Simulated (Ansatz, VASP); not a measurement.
## One calculation of RbYP, two programs

INCAR

```
SYSTEM = RbYP
ALGO = Normal
EDIFF = 1E-6
ENCUT = 520
GGA = PE
ISIF = 2
ISMEAR = 0
LASPH = .True.
LCHARG = .False.
LREAL = .False.
LWAVE = .False.
NBANDS = 20
NELM = 60
PREC = Accurate
SIGMA = 0.1
```

Contents of KPOINTS:

```
k-points
0
Gamma
  4 4 4
  0 0 0
```

The input POSCAR:

```
RbYP
1.0
    4.0638231100      0.0000000000      0.0000000000
    0.0000000000      4.2271855800      0.0000000000
    0.0000000000      0.0000000000      5.2859716000
Rb Y P
1 1 1
Direct
    0.5000000000      0.0000000000      0.5000000000
    0.0000000000      0.0000000000      0.0000000000
    0.0000000000      0.5000000000      0.0000000000
```

Input for Ansatz:

```yaml
crystal:
  lattice:
    - [4.06382311, 0.0, 0.0]
    - [0.0, 4.22718558, 0.0]
    - [0.0, 0.0, 5.2859716]
  atoms:
    - { symbol: Rb, position: [0.5, 0.0, 0.5] }
    - { symbol: "Y", position: [0.0, 0.0, 0.0] }
    - { symbol: P, position: [0.0, 0.5, 0.0] }
basis:
  ecutwfc: 420
kpoints:
  mp_grid: { grid: [4, 4, 4] }
hamiltonian:
  xc: pbe
scf:
  occupations: { method: gaussian, width: 0.1 }
  lower_state_search: "off"
output:
  forces: true
  stress: true
  eigenvalues: true
```

Alike in both runs: task single point; functional PBE; k mesh 4 × 4 × 4; occupations gaussian, width 0.1 eV; no spin polarisation.

```csv
,VASP,Ansatz
version,VASP 6.6.1,Ansatz 0.2.0
potentials or method,"VASP PAW PBE potentials, release 64 (Rb_sv, Y_sv, P), cutoff 520 eV","scalar-relativistic, plane waves, PAW"
valence electrons in the cell,25,25
```

|  | VASP | Ansatz | Ansatz less VASP |
| --- | --- | --- | --- |
| gap on the k mesh at the Fermi level (eV) | none | none | - |
| pressure (GPa) | 26.1 | 26.1 | -0.04 |
| traceless stress, the component that is largest in VASP (GPa) | 37.64 | 37.60 | -0.037 |

A gap of «none» marks a metal or a gap that the smearing closes.

The k mesh is coarse, so the values compare programs but aren't converged.
